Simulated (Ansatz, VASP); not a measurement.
**TiO2 in VASP and in Ansatz**

File INCAR:

```
SYSTEM = TiO2
PREC = Accurate
ENCUT = 520
EDIFF = 1E-7
ISMEAR = 0
SIGMA = 0.05
LREAL = .False.
LASPH = .True.
NELM = 100
ALGO = Normal
ISIF = 2
LWAVE = .False.
LCHARG = .False.
GGA = PE
NBANDS = 33
```

KPOINTS

```
regular mesh
0
Gamma
  8 8 10
  0 0 0
```

Contents of POSCAR:

```
TiO2
1.0
    4.9334009492      0.0000000000      0.0000000000
    0.0000000000      4.9334009492      0.0000000000
    0.0000000000      0.0000000000      2.9057731591
Ti O
2 4
Direct
    0.0000000000      0.0000000000      0.0000000000
    0.5000000000      0.5000000000      0.5000000000
    0.3050970583      0.3050970583      0.0000000000
    0.1949029417      0.8050970583      0.5000000000
    0.6949029417      0.6949029417      0.0000000000
    0.8050970583      0.1949029417      0.5000000000
```

Input for Ansatz:

```yaml
crystal:
  lattice:
    - [4.9334009492, 0.0, 0.0]
    - [0.0, 4.9334009492, 0.0]
    - [0.0, 0.0, 2.9057731591]
  atoms:
    - { symbol: Ti, position: [0.0, 0.0, 0.0] }
    - { symbol: Ti, position: [0.5, 0.5, 0.5] }
    - { symbol: O, position: [0.3050970583, 0.3050970583, 0.0] }
    - { symbol: O, position: [0.1949029417, 0.8050970583, 0.5] }
    - { symbol: O, position: [0.6949029417, 0.6949029417, 0.0] }
    - { symbol: O, position: [0.8050970583, 0.1949029417, 0.5] }
basis:
  ecutwfc: 520.0
kpoints:
  mp_grid: { grid: [8, 8, 10] }
hamiltonian:
  xc: pbe
  pseudopotentials: { kind: paw, azcp: { folder: soft_1 } }
scf:
  occupations: { method: gaussian, width: 0.05 }
output:
  forces: true
  stress: true
  eigenvalues: true
```

Alike in both runs: task single point; functional PBE; k mesh 8 × 8 × 10; occupations gaussian, width 0.05 eV; no spin polarisation.

|  | VASP | Ansatz |
| --- | --- | --- |
| version | VASP 6.6.1 | Ansatz 0.2.0 |
| potentials or method | VASP PAW PBE potentials, release 64 (Ti_sv, O), cutoff 520 eV | scalar-relativistic, plane waves, PAW |
| valence electrons in the cell | 48 | 48 |

```tsv
	VASP	Ansatz	Ansatz less VASP
gap on the k mesh at the Fermi level (eV)	1.72	1.74	+0.017
least direct gap on the mesh (eV)	1.76	1.77	+0.018
pressure (GPa)	-14.8	-15.4	-0.55
traceless stress, the component that is largest in VASP (GPa)	9.10	8.84	-0.260
rms of the force components (eV/Å)	0.340	0.361	+0.0214
```

Atom by atom the forces differ by 0.021 eV/Å (rms over components).
